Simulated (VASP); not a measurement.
# Zn: single point with PBEsol

Crystal: Zn.

```
Zn
1.0
     2.66480    0.00000    0.00000
    -1.33240    2.30778    0.00000
     0.00000    0.00000    4.87250
Zn
2
Direct
  0.33333 0.66667 0.25000
  0.66667 0.33333 0.75000
```

This cell differs from its parent crystal: strain +0.000 along x and y, -0.015 along z.

```json
{
  "Program": "VASP 6.6.1",
  "Task": "single point",
  "Functional": "PBEsol",
  "Potentials or basis": "VASP PAW PBE potentials, release 64 (Zn)",
  "Cutoff": "520 eV",
  "k mesh": "24 × 24 × 10",
  "Occupations": "gaussian, width 0.15 eV",
  "Spin": "no spin polarisation",
  "Dipole correction": "no",
  "Further INCAR settings": "ALGO = Fast; EDIFF = 1e-06; NBANDS = 19"
}
```

```json
{
  "Pressure": "-3.9 GPa",
  "Band gap on the k mesh": "zero (bands 12 and 13 overlap by 4.24 eV)"
}
```

Stress tensor (GPa, compression positive):
```
-4.83  0.00  0.00
 0.00 -4.83  0.00
 0.00  0.00 -2.15
```

Levels at points of the mesh, in eV from the Fermi level:
| k point | band 9 | band 10 | band 11 | band 12 | band 13 | band 14 | band 15 | band 16 |
| --- | --- | --- | --- | --- | --- | --- | --- | --- |
| (0.00, 0.00, 0.00) | -7.36 | -7.13 | -7.13 | -3.70 | -2.90 | 14.21 | 17.23 | 17.23 |
| (0.50, 0.00, 0.00) | -6.96 | -6.94 | -3.00 | -2.31 | 2.70 | 3.49 | 4.20 | 5.71 |
| (0.00, 0.00, 0.50) | -7.22 | -7.22 | -7.22 | -7.22 | 4.87 | 4.87 | 18.57 | 18.57 |
| (0.50, 0.00, 0.50) | -6.95 | -6.95 | -2.00 | -2.00 | 0.04 | 0.04 | 10.37 | 10.37 |

It took 110 s on 1 thread of Intel(R) Xeon(R) Platinum 8488C (Sapphire Rapids) (shared host), peak memory 0.27 GiB.

Caveat: the cell differs from its parent crystal (strain +0.000 along x and y, -0.015 along z); the cell stands under tension; the PAW data sets were made with another functional, which shifts forces and pressure a little.
